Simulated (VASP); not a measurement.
# Tl (P6_3/mmc) in VASP: a series of runs, part 2 of 2

VASP 6.6.1. The steps go on from the part before.

## (4) Single point, PBE+D3(BJ)

This run uses another cell than the first one, of 23.15 Å³/atom.

Input file INCAR:

```
SYSTEM = Tl
PREC = Accurate
ENCUT = 520
EDIFF = 1E-6
ISMEAR = 0
SIGMA = 0.1
LREAL = .False.
LASPH = .True.
NELM = 100
ALGO = Fast
ISIF = 2
LWAVE = .False.
LCHARG = .False.
GGA = PE
IVDW = 12
NBANDS = 34
```

Input file KPOINTS:

```
Automatic mesh
0
Gamma
  15 15 4
  0 0 0
```

Input file POSCAR:

```
Tl
1.0
    3.1937593394      0.0000000000      0.0000000000
   -1.5968796697      2.7658767215      0.0000000000
    0.0000000000      0.0000000000     10.4834379525
Tl
4
Direct
    0.0000000000      0.0000000000      0.0000000000
    0.3333333333      0.6666666667      0.2500000000
    0.0000000000      0.0000000000      0.5000000000
    0.6666666667      0.3333333333      0.7500000000
```

Potentials or basis: VASP PAW PBE potentials, release 64 (Tl_d).

Started as:

```sh
cat potpaw_PBE.64/Tl_d/POTCAR > POTCAR
mpirun -np 1 vasp_std > vasp.out
```

OUTCAR:

```text
SYSTEM = Tl
   PREC = Accurate
   ENCUT = 520
   EDIFF = 1E-6
   ISMEAR = 0
   LREAL = .False.
   LASPH = .True.
   NELM = 100
   ISIF = 2
   GGA = PE
   IVDW = 12
 IVDW          = 12

 ion  position               nearest neighbor table
   1  0.000  0.000  0.000-   2 3.20   4 3.20   4 3.20   2 3.20   4 3.20   2 3.20
   2  0.333  0.667  0.250-   1 3.20   3 3.20   1 3.20   3 3.20   1 3.20   3 3.20
   3  0.000  0.000  0.500-   2 3.20   4 3.20   4 3.20   2 3.20   4 3.20   2 3.20
   4  0.667  0.333  0.750-   1 3.20   3 3.20   1 3.20   3 3.20   1 3.20   3 3.20

  LATTYP: Found a hexagonal cell.
 ALAT       =     3.1937593394
 C/A-ratio  =     3.2824758657

  Lattice vectors:

 A1 = (   3.1937593394,   0.0000000000,   0.0000000000)
 A2 = (  -1.5968796697,   2.7658767215,   0.0000000000)
 A3 = (   0.0000000000,   0.0000000000,  10.4834379525)

Analysis of symmetry for initial positions (statically):
=====================================================================
 Subroutine PRICEL returns:
 Original cell was already a primitive cell.

 Routine SETGRP: Setting up the symmetry group for a
 hexagonal supercell.

 Subroutine GETGRP returns: Found 24 space group operations
 (whereof 12 operations were pure point group operations)
 out of a pool of 24 trial point group operations.

The static configuration has the point symmetry D_3d.
 The point group associated with its full space group is D_6h.

Analysis of symmetry for dynamics (positions and initial velocities):
=====================================================================
 Subroutine PRICEL returns:
 Original cell was already a primitive cell.

 Routine SETGRP: Setting up the symmetry group for a
 hexagonal supercell.

 Subroutine GETGRP returns: Found 24 space group operations
 (whereof 12 operations were pure point group operations)
 out of a pool of 24 trial point group operations.

The dynamic configuration has the point symmetry D_3d.
 The point group associated with its full space group is D_6h.

 Subroutine INISYM returns: Found 24 space group operations
 (whereof 12 operations are pure point group operations),
 and found     1 'primitive' translations

----------------------------------------------------------------------------------------

                                     Primitive cell

  volume of cell :      92.6059

  direct lattice vectors                    reciprocal lattice vectors
     3.193759339  0.000000000  0.000000000     0.313110630  0.180774507  0.000000000
    -1.596879670  2.765876722  0.000000000     0.000000000  0.361549013  0.000000000
     0.000000000  0.000000000 10.483437952     0.000000000  0.000000000  0.095388555

  length of vectors
     3.193759339  3.193759339 10.483437952     0.361549013  0.361549013  0.095388555

  position of ions in fractional coordinates (direct lattice)
     0.000000000  0.000000000  0.000000000
     0.333333333  0.666666667  0.250000000
     0.000000000  0.000000000  0.500000000
     0.666666667  0.333333333  0.750000000

  ion indices of the primitive-cell ions
   primitive index   ion index
                 1           1
                 2           2
                 3           3
                 4           4

----------------------------------------------------------------------------------------

 KPOINTS: Automatic mesh

[... 26 lines left out ...]
  0.133333 -0.000000  0.000000      6.000000
  0.200000 -0.000000  0.000000      6.000000
  0.266667 -0.000000  0.000000      6.000000
  0.333333 -0.000000  0.000000      6.000000
[... 16 lines left out ...]
  0.333333  0.200000  0.000000     12.000000
  0.400000  0.200000  0.000000      6.000000
 [... further k-points ...]
   k-points           NKPTS =     81   k-points in BZ     NKDIM =     81   number of bands    NBANDS=     34
   number of dos      NEDOS =    301   number of ions     NIONS =      4
   total plane-waves  NPLWV =  46080
   dimension x,y,z NGX =    24 NGY =   24 NGZ =   80
   dimension x,y,z NGXF=    48 NGYF=   48 NGZF=  160
   ions per type =               4
   NGX,Y,Z   is equivalent  to a cutoff of  12.49, 12.49, 12.69 a.u.
   NGXF,Y,Z  is equivalent  to a cutoff of  24.99, 24.99, 25.37 a.u.
 SYSTEM =  Tl
   PREC   = accura    normal or accurate (medium, high low for compatibility)
   ISTART =      0    job   : 0-new  1-cont  2-samecut
   ICHARG =      2    charge: 1-file 2-atom 10-const
   ISPIN  =      1    spin polarized calculation?
   LNONCOLLINEAR =      F non collinear calculations
   LSORBIT =      F    spin-orbit coupling
   LASPH  =      T    aspherical Exc in radial PAW
   ENCUT  =  520.0 eV  38.22 Ry    6.18 a.u.   5.94  5.94 19.49*2*pi/ulx,y,z
   NELM   =    100;   NELMIN=  2; NELMDL= -5     # of ELM steps
   EDIFF  = 0.1E-05   stopping-criterion for ELM
   LREAL  =      F    real-space projection
   EDIFFG = 0.1E-04   stopping-criterion for IOM
   NSW    =      0    number of steps for IOM
   IBRION =     -1    ionic relax: 0-MD 1-quasi-New 2-CG
   NFREE  =      0    steps in history (QN), initial steepest desc. (CG)
   ISIF   =      2    stress and relaxation
   ISYM   =      2    0-nonsym 1-usesym 2-fastsym
   POTIM  = 0.5000    time-step for ionic-motion
   TEBEG  =    0.0;   TEEND  =   0.0 temperature during run
   PSTRESS=    0.0 pullay stress
   NELECT =      52.0000    total number of electrons
   NUPDOWN=      -1.0000    fix difference up-down
   EMIN   =  10.00;   EMAX   =-10.00  energy-range for DOS
   EFERMI =   0.00;   METHOD = LEGACY
   ISMEAR =     0;   SIGMA  =   0.10  broadening in eV -4-tet -1-fermi 0-gaus
   EFERMI_NEDOS =   21; number of points for ismear=-14 and -15
   IALGO  =     68    algorithm
   IMIX   =      4    mixing-type and parameters
     AMIX     =   0.40;   BMIX     =  1.00
     AMIX_MAG =   1.60;   BMIX_MAG =  1.00
  volume/ion in A,a.u.               =      23.15       156.23
  Fermi-wavevector in a.u.,A,eV,Ry     =   1.350609  2.552281 24.819002  1.824145
  Thomas-Fermi vector in A             =   2.478100
   LORBIT       =      0    0 simple, 1 ext, 2 COOP (PROOUT), +10 PAW based schemes
   GGA     = PE    functional components
   LHFCALC =     F    Hartree Fock is set to
   AEXX    =    0.0000 exact exchange contribution
   IVDW    =    12    specifies the selected vdW correction
   LEPSILON=     F    determine dielectric tensor
   LRPA    =     F    only Hartree local field effects (RPA)
 non-spin polarized calculation
 RMM-DIIS sequential band-by-band and
 Gauss-broadening in eV      SIGMA  =   0.10
  energy-cutoff  :      520.00
  volume of cell :       92.61
 maximum number of plane-waves:      2526
 NGX is ok and might be reduce to    24
   NGX = 11   NGY = 11   NGZ = 39

 number of electron      51.9999990 magnetization

 Free energy of the ion-electron system (eV)
  ---------------------------------------------------
  ext. energy  EPLUGINS =         0.00000000
  ---------------------------------------------------
  free energy    TOTEN  =        -7.52201547 eV

  energy without entropy =       -7.51380490  energy(sigma->0) =       -7.51791018

 E-fermi :   9.1004     XC(G=0): -11.2939

 val. band max:        9.0937875308   @ k =   0.3333   0.2000   0.5000
 cond. band min:       9.1107317603   @ k =   0.2667   0.2000   0.0000
 fundamental gap:      0.0169442295
 Fermi energy:         9.1004218112

 k-point     1 :       0.0000    0.0000    0.0000
  band No.  band energies     occupation
      1      -3.4149      2.00000
      2      -3.1844      2.00000
      3      -3.1629      2.00000
      4      -2.9465      2.00000
      5      -2.9367      2.00000
      6      -2.9367      2.00000
[... 877 lines left out ...]
     33      13.4329      0.00000
     34      14.8524      0.00000

 [... further k-points ...]

------------------------ aborting loop because EDIFF is reached ----------------------------------------

 Edisp (eV)   -1.70914

 E8    (eV) :    -0.8965

  FORCE on cell =-STRESS in cart. coord.  units (eV):
  Direction    XX          YY          ZZ          XY          YZ          ZX
  --------------------------------------------------------------------------------------
  -------------------------------------------------------------------------------------
  Total       8.66699     8.66699     8.59532     0.00000    -0.00000    -0.00000
  in kB     149.94774   149.94774   148.70791     0.00000    -0.00000    -0.00000
  external pressure =      149.53 kB  Pullay stress =        0.00 kB

 VOLUME and BASIS-vectors are now :
 -----------------------------------------------------------------------------
  energy-cutoff  :      520.00
  volume of cell :       92.61
      direct lattice vectors                 reciprocal lattice vectors
     3.193759339  0.000000000  0.000000000     0.313110630  0.180774507  0.000000000
    -1.596879670  2.765876722  0.000000000     0.000000000  0.361549013  0.000000000
     0.000000000  0.000000000 10.483437952     0.000000000  0.000000000  0.095388555

 POSITION                                       TOTAL-FORCE (eV/Angst)
 -----------------------------------------------------------------------------------
      0.00000      0.00000      0.00000        -0.000000      0.000000     -0.000000
     -0.00000      1.84392      2.62086         0.000000      0.000000      0.000000
      0.00000      0.00000      5.24172        -0.000000      0.000000     -0.000000
      1.59688      0.92196      7.86258        -0.000000      0.000000     -0.000000
 -----------------------------------------------------------------------------------
    total drift:                               -0.000000      0.000000     -0.000000

  FREE ENERGIE OF THE ION-ELECTRON SYSTEM (eV)
  ---------------------------------------------------
  free  energy   TOTEN  =        -9.2311585528 eV

  energy  without entropy=       -9.2229479853  energy(sigma->0) =       -9.22705327
```

OSZICAR:

```text
N       E                     dE             d eps       ncg     rms          rms(c)
DAV:   1     0.314001357672E+03    0.31400E+03   -0.28368E+04  5540   0.149E+03
DAV:   2     0.215375263278E+00   -0.31379E+03   -0.30748E+03  5950   0.349E+02
DAV:   3    -0.764755361217E+01   -0.78629E+01   -0.77656E+01  6308   0.480E+01
DAV:   4    -0.770906713315E+01   -0.61514E-01   -0.61449E-01  6066   0.420E+00
DAV:   5    -0.770973289449E+01   -0.66576E-03   -0.66575E-03  6060   0.493E-01    0.905E+00
RMM:   6    -0.755643931937E+01    0.15329E+00   -0.24210E-01  5533   0.276E+00    0.588E+00
RMM:   7    -0.752980524464E+01    0.26634E-01   -0.21263E-01  5672   0.275E+00    0.760E-01
RMM:   8    -0.752198285787E+01    0.78224E-02   -0.37190E-02  5694   0.103E+00    0.797E-02
RMM:   9    -0.752202968816E+01   -0.46830E-04   -0.68313E-04  6122   0.188E-01    0.276E-02
RMM:  10    -0.752201563765E+01    0.14051E-04   -0.98189E-05  6016   0.555E-02    0.118E-02
RMM:  11    -0.752201595487E+01   -0.31722E-06   -0.17402E-05  6182   0.253E-02    0.453E-03
RMM:  12    -0.752201546843E+01    0.48644E-06   -0.38449E-06  4414   0.104E-02
   1 F= -.92311586E+01 E0= -.92270533E+01  d E =-.821057E-02
```

Wall time 3.1 min (1 thread of Intel Xeon Platinum 8259CL at 2.50GHz (Skylake/Cascade Lake), shared host); peak memory 0.33 GiB.

Results:

```yaml
Free_energy: -9.2312 eV
Pressure: 15.0 GPa
Band_gap_on_the_k_mesh: zero (bands 26 and 27 overlap by 5.41 eV)
Dispersion_energy_per_atom: -0.427 eV
```

Levels at points of the mesh, in eV from the Fermi level:
| k point | band 23 | band 24 | band 25 | band 26 | band 27 | band 28 | band 29 | band 30 |
| --- | --- | --- | --- | --- | --- | --- | --- | --- |
| (0.00, 0.00, 0.00) | -9.92 | -5.28 | -3.94 | 3.65 | 3.67 | 9.79 | 9.79 | 10.65 |
| (0.00, 0.00, 0.50) | -7.73 | -7.73 | -0.75 | -0.75 | 8.43 | 8.43 | 10.13 | 10.13 |

Caveat: the cell stands under pressure; spin-orbit coupling is left out, which moves the levels of the heavy elements.

## (5) Single point, PBE+D3(BJ)

This run uses another cell than the first one, of 27.28 Å³/atom.

Input file INCAR:

```
PREC = Accurate ; ENCUT = 520
EDIFF = 1E-7 ; ISMEAR = 0
SIGMA = 0.1 ; LREAL = False
LASPH = True ; NELM = 100
ALGO = Fast ; ISIF = 2
LWAVE = False ; LCHARG = False
GGA = PE ; IVDW = 12
NBANDS = 34
```

Input file KPOINTS:

```
regular mesh
0
Gamma
  15 15 4
```

Input file POSCAR:

```
Tl
1.0
    3.3724435600      0.0000000000      0.0000000000
   -1.6862217800      2.9206217958      0.0000000000
    0.0000000000      0.0000000000     11.0770398455
Tl
4
Direct
    0.0000000000      0.0000000000      0.0000000000
    0.3333333333      0.6666666667      0.2500000000
    0.0000000000      0.0000000000      0.5000000000
    0.6666666667      0.3333333333      0.7500000000
```

Started as:

```sh
cat potpaw_PBE.64/Tl_d/POTCAR > POTCAR
mpirun -np 1 vasp_std > vasp.out
```

It took 5.1 min on 1 thread of Intel Xeon Platinum 8259CL at 2.50GHz (Skylake/Cascade Lake), shared host; peak memory 0.38 GiB.

It converged, with:

| Quantity | Value |
| --- | --- |
| Free energy | -10.0649 eV |
| Pressure | 2.9 GPa |
| Band gap on the k mesh | zero (bands 26 and 27 overlap by 4.52 eV) |
| Dispersion energy per atom | -0.360 eV |

Levels at points of the mesh, in eV from the Fermi level:
| k point | band 23 | band 24 | band 25 | band 26 | band 27 | band 28 | band 29 | band 30 |
| --- | --- | --- | --- | --- | --- | --- | --- | --- |
| (0.00, 0.00, 0.00) | -8.89 | -5.35 | -3.12 | 3.12 | 3.13 | 8.64 | 8.64 | 9.62 |
| (0.00, 0.00, 0.50) | -7.08 | -7.08 | -0.70 | -0.70 | 7.43 | 7.43 | 8.92 | 8.92 |

Caveat: spin-orbit coupling is left out, which moves the levels of the heavy elements.

## (6) Single point, PBE+D3(BJ)

This run uses another cell than the first one, of 18.11 Å³/atom.

Input file INCAR:

```
SYSTEM = Tl
PREC = Accurate
ENCUT = 520
EDIFF = 1E-6
ISMEAR = 0
SIGMA = 0.1
LREAL = .False.
LASPH = .True.
NELM = 100
ALGO = Fast
ISIF = 2
LWAVE = .False.
LCHARG = .False.
GGA = PE
IVDW = 12
NBANDS = 34
```

Input file KPOINTS:

```
regular mesh
0
Gamma
  18 18 6
  0 0 0
```

Input file POSCAR:

```
Tl
1.0
    2.9439831038      0.0000000000      0.0000000000
   -1.4719915519      2.5495641562      0.0000000000
    0.0000000000      0.0000000000      9.6521618723
Tl
4
Direct
    0.0000000000      0.0000000000      0.0000000000
    0.3333333333      0.6666666667      0.2500000000
    0.0000000000      0.0000000000      0.5000000000
    0.6666666667      0.3333333333      0.7500000000
```

Potentials or basis: VASP PAW PBE potentials, release 64 (Tl_d).

Started as:

```sh
cat potpaw_PBE.64/Tl_d/POTCAR > POTCAR
mpirun -np 1 vasp_std > vasp.out
```

OUTCAR:

```text
SYSTEM = Tl
   PREC = Accurate
   ENCUT = 520
   EDIFF = 1E-6
   ISMEAR = 0
   LREAL = .False.
   LASPH = .True.
   NELM = 100
   ISIF = 2
   GGA = PE
   IVDW = 12
 IVDW          = 12

 ion  position               nearest neighbor table
   1  0.000  0.000  0.000-   2 2.95   4 2.95   2 2.95   4 2.95   4 2.95   2 2.95
   2  0.333  0.667  0.250-   1 2.95   3 2.95   1 2.95   3 2.95   1 2.95   3 2.95
   3  0.000  0.000  0.500-   2 2.95   4 2.95   2 2.95   4 2.95   4 2.95   2 2.95
   4  0.667  0.333  0.750-   1 2.95   3 2.95   1 2.95   3 2.95   1 2.95   3 2.95

  LATTYP: Found a hexagonal cell.
 ALAT       =     2.9439831038
 C/A-ratio  =     3.2786064091

  Lattice vectors:

 A1 = (   2.9439831038,   0.0000000000,   0.0000000000)
 A2 = (  -1.4719915519,   2.5495641562,   0.0000000000)
 A3 = (   0.0000000000,   0.0000000000,   9.6521618723)

Analysis of symmetry for initial positions (statically):
=====================================================================
 Subroutine PRICEL returns:
 Original cell was already a primitive cell.

 Routine SETGRP: Setting up the symmetry group for a
 hexagonal supercell.

 Subroutine GETGRP returns: Found 24 space group operations
 (whereof 12 operations were pure point group operations)
 out of a pool of 24 trial point group operations.
[... 175 lines left out ...]
 fundamental gap:      0.0154689591
 Fermi energy:        13.0380136436

 k-point     1 :       0.0000    0.0000    0.0000
  band No.  band energies     occupation
      1      -1.3255      2.00000
      2      -1.0850      2.00000
      3      -0.7445      2.00000
      4      -0.7265      2.00000
      5      -0.0523      2.00000
      6      -0.0352      2.00000
[... 877 lines left out ...]
     33      18.6665      0.00000
     34      21.6084      0.00000

 [... further k-points ...]

------------------------ aborting loop because EDIFF is reached ----------------------------------------

 Edisp (eV)   -2.20615

 E8    (eV) :    -1.1609

  FORCE on cell =-STRESS in cart. coord.  units (eV):
  Direction    XX          YY          ZZ          XY          YZ          ZX
  --------------------------------------------------------------------------------------
  -------------------------------------------------------------------------------------
  Total      27.09707    27.09707    27.11977     0.00000    -0.00000     0.00000
  in kB     599.24868   599.24868   599.75062     0.00000    -0.00000     0.00000
  external pressure =      599.42 kB  Pullay stress =        0.00 kB

 VOLUME and BASIS-vectors are now :
 -----------------------------------------------------------------------------
  energy-cutoff  :      520.00
  volume of cell :       72.45
      direct lattice vectors                 reciprocal lattice vectors
     2.943983104  0.000000000  0.000000000     0.339675863  0.196111951  0.000000000
    -1.471991552  2.549564156  0.000000000     0.000000000  0.392223901  0.000000000
     0.000000000  0.000000000  9.652161872     0.000000000  0.000000000  0.103603733

 POSITION                                       TOTAL-FORCE (eV/Angst)
 -----------------------------------------------------------------------------------
      0.00000      0.00000      0.00000         0.000000      0.000000      0.000000
     -0.00000      1.69971      2.41304        -0.000000     -0.000000     -0.000000
      0.00000      0.00000      4.82608         0.000000      0.000000      0.000000
      1.47199      0.84985      7.23912         0.000000      0.000000     -0.000000
 -----------------------------------------------------------------------------------
    total drift:                               -0.000000      0.000000      0.000000

  FREE ENERGIE OF THE ION-ELECTRON SYSTEM (eV)
  ---------------------------------------------------
  free  energy   TOTEN  =        -5.0934571943 eV

  energy  without entropy=       -5.0870024848  energy(sigma->0) =       -5.09022984
```

It took 3.9 min on 1 thread of Intel Xeon Platinum 8488C (Sapphire Rapids), shared host; peak memory 0.38 GiB.

What came out:

```
Free energy                : -5.0935 eV
Pressure                   : 59.9 GPa
Band gap on the k mesh     : zero (bands 26 and 27 overlap by 6.55 eV)
Dispersion energy per atom : -0.552 eV
```

Caveat: the cell stands under pressure; spin-orbit coupling is left out, which moves the levels of the heavy elements.

## (7) Summary

```csv
cell,k mesh,further INCAR settings,gap on the mesh (eV),pressure (GPa)
"a = 3.456, b = 3.456, c = 11.350 Å, angles 90.0, 90.0, 120.0°, 4 atoms",15 × 15 × 4,ALGO = Fast; EDIFF = 1e-07; NBANDS = 34,none,-0.1
"a = 3.386, b = 3.386, c = 11.118 Å, angles 90.0, 90.0, 120.0°, 4 atoms",15 × 15 × 4,ALGO = Fast; EDIFF = 1e-07; NBANDS = 34,none,2.3
"a = 3.194, b = 3.194, c = 10.483 Å, angles 90.0, 90.0, 120.0°, 4 atoms",15 × 15 × 4,ALGO = Fast; EDIFF = 1e-06; NBANDS = 34,none,15.0
"a = 3.372, b = 3.372, c = 11.077 Å, angles 90.0, 90.0, 120.0°, 4 atoms",15 × 15 × 4,ALGO = Fast; EDIFF = 1e-07; NBANDS = 34,none,2.9
"a = 2.944, b = 2.944, c = 9.652 Å, angles 90.0, 90.0, 120.0°, 4 atoms",18 × 18 × 6,ALGO = Fast; EDIFF = 1e-06; NBANDS = 34,none,59.9
```

Alike in all rows: task single point; level PBE+D3(BJ); potentials or basis VASP PAW PBE potentials, release 64 (Tl_d); no spin polarisation; cutoff (eV) 520; smearing gaussian 0.1 eV.

Caveats: spin-orbit coupling is left out, which moves the levels of the heavy elements; the cell stands under pressure (at least some runs).

Total energies depend on the potentials used, so only differences within one code and one set of settings carry meaning.
